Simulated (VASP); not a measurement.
Here is a VASP 6.6.1 calculation.

File INCAR:

```
SYSTEM = TaN
ALGO = Normal
EDIFF = 1E-7
ENCUT = 520
GGA = CA
ISIF = 2
ISMEAR = -1
LASPH = .True.
LCHARG = .False.
LREAL = .False.
LWAVE = .False.
NBANDS = 15
NELM = 60
PREC = Accurate
SIGMA = 0.1
```

KPOINTS

```
k-points
0
Gamma
  11 11 10
  0 0 0
```

Contents of POSCAR:

```
TaN
1.0
    2.8574659714      0.0000000000      0.0000000000
   -1.4287329857      2.4746384754      0.0000000000
    0.0000000000      0.0000000000      2.8039735860
Ta N
1 1
Direct
    0.3333333333      0.6666666667      0.5000000000
    0.0000000000      0.0000000000      0.0000000000
```

Potentials or basis: VASP PAW LDA potentials, release 64 (Ta_pv, N).

The run is started by

```bash
$ cat potpaw_LDA.64/Ta_pv/POTCAR potpaw_LDA.64/N/POTCAR > POTCAR
$ mpirun -np 1 vasp_std > vasp.out
```

Task: Predict the band gap on the k mesh.

Result: Zero (band 8 reaches 9.43 eV, above the bottom of band 9 at 8.88 eV).

Task: Estimate the pressure.

Result: 24.2 GPa.

Stress tensor (GPa, compression positive):
```
23.34  0.00  0.00
 0.00 23.34  0.00
 0.00  0.00 25.78
```

Caveat: spin-orbit coupling is left out, which moves the levels of the heavy elements.
